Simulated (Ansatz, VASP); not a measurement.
**InSb in VASP and in Ansatz**

```
CELL_PARAMETERS angstrom
0.00000 3.24672 3.24672
3.24672 0.00000 3.24672
3.24672 3.24672 0.00000
ATOMIC_POSITIONS crystal
In 0.00000 0.00000 0.00000
Sb 0.25000 0.25000 0.25000
```

Change from the starting cell: hydrostatic strain -1.0%.

Alike in both runs: task single point; functional r2SCAN; k mesh 6 × 6 × 6; occupations fermi-dirac, width 0.02 eV; no spin polarisation.

|  | VASP | Ansatz |
| --- | --- | --- |
| version | VASP 6.6.1 | Ansatz 0.2.0 |
| potentials or method | VASP PAW PBE potentials, release 64 (In_d, Sb_d_GW) | plane waves, PAW |
| plane-wave cutoff (eV) | 550 | 500 |
| valence electrons in the cell | 28 | 28 |

```csv
,VASP,Ansatz,Ansatz less VASP
pressure (GPa),1.3,1.3,+0.02
```

VASP's potentials were made for PBE, not for r2SCAN. The functional is the same, so the differences come from potentials, cutoffs and numerics.

Neither program's run includes spin-orbit coupling.
